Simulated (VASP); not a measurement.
Input of a VASP 6.6.1 run:

File INCAR:

```
PREC = Accurate ; ENCUT = 520
EDIFF = 1E-6 ; ISMEAR = -1
SIGMA = 0.05 ; LREAL = False
LASPH = True ; NELM = 150
ALGO = Normal ; ISIF = 2
LWAVE = False ; LCHARG = True
LNONCOLLINEAR = True ; MAGMOM = 0 0 0 0 0 0 0 0 0 0 0 0
LORBIT = 11 ; LSORBIT = True
GGA_COMPAT = False ; LORBMOM = True
LMAXMIX = 4 ; GGA = PS
LVHAR = True ; NBANDS = 56
```

File KPOINTS:

```
regular mesh
0
Gamma
  10 10 4
```

The input POSCAR:

```
Ti3Se
1.0
    3.1974455988      0.0000000000      0.0000000000
   -1.5987227994      2.7690691158      0.0000000000
    0.0000000000      0.0000000000      7.9427450000
Se Ti
1 3
Direct
    0.0000000000      0.0000000000      0.0000000000
    0.6666666667      0.3333333333      0.5000000000
    0.3333333333      0.6666666667      0.7729020000
    0.3333333333      0.6666666667      0.2270980000
```

Potentials or basis: VASP PAW PBE potentials, release 64 (Se, Ti_sv).

Launch:

```console
$ cat potpaw_PBE.64/Se/POTCAR potpaw_PBE.64/Ti_sv/POTCAR > POTCAR
$ mpirun -np 1 vasp_ncl > vasp.out
```

**Question.** What does it give for the pressure?

**Answer.** -4.3 GPa.

**Question.** Estimate the net moment.

**Answer.** 0.00 μB per cell.

Forces in eV/Å, atoms in the order of the input:
```
Se   0.000  0.000  0.000
Ti   0.000  0.000  0.000
Ti   0.000  0.000  0.069
Ti   0.000  0.000 -0.069
```

Caveat: the PAW data sets were made with another functional, which shifts forces and pressure a little.
